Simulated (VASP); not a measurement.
A run of VASP 6.6.1 is set up as follows.

The input INCAR:

```
ALGO = Normal
EDIFF = 1E-6
ENCUT = 520
GGA = PE
ISIF = 2
ISMEAR = -1
IVDW = 12
LASPH = T
LCHARG = F
LREAL = Auto
LWAVE = F
NBANDS = 56
NELM = 80
PREC = Accurate
SIGMA = 0.02
```

KPOINTS

```
k-points
0
Gamma
  2 2 1
```

The input POSCAR:

```
HC18Cl
1.0
    7.3980000000      0.0000000000      0.0000000000
   -3.6990000000      6.4068560000      0.0000000000
    0.0000000000      0.0000000000     11.0000000000
C Cl H
18 1 1
Direct
   -0.0010101282     -0.0045128219      0.0889057273
    0.2188385269      0.1055364753      0.0889929091
   -0.0022323293      0.3267975743      0.0887718182
    0.2203688485      0.4380448070      0.0886660000
   -0.0033108361      0.6613588631      0.0890040909
    0.2211592961      0.7735424364      0.0890790909
    0.3310697199     -0.0066402304      0.0891750000
    0.5533757304      0.1045108552      0.0890674545
    0.3300864495      0.3279847401      0.0888868182
    0.5544939607      0.4402101436      0.0890695455
    0.3323619473      0.6623783959      0.0889565455
    0.5521679120      0.7721687517      0.0890680000
    0.6631693159     -0.0055005138      0.0889738182
    0.8876591329      0.1065753624      0.0887601818
    0.6655856146      0.3289741489      0.0889949091
    0.8853737636      0.4390484194      0.0887998182
    0.6644009100      0.6600089030      0.0890975455
    0.8866957483      0.7711465655      0.0890712727
    1.0052772556      0.2718881149      0.4130385455
    0.9901896883      0.2721074112      0.2956209091
```

Potentials or basis: VASP PAW PBE potentials, release 64 (C, Cl, H).

Launch:

```bash
$ cat potpaw_PBE.64/C/POTCAR potpaw_PBE.64/Cl/POTCAR potpaw_PBE.64/H/POTCAR > POTCAR
$ mpirun -np 1 vasp_std > vasp.out
```

(1) Estimate the largest force.

(2) Estimate the dispersion energy per atom.

(3) Estimate the band gap on the k mesh.

Answers

(1) 0.116 eV/Å.

(2) -0.089 eV.

(3) 0.19 eV, direct.

Caveat: the k points lie up to 0.49 Å⁻¹ apart.
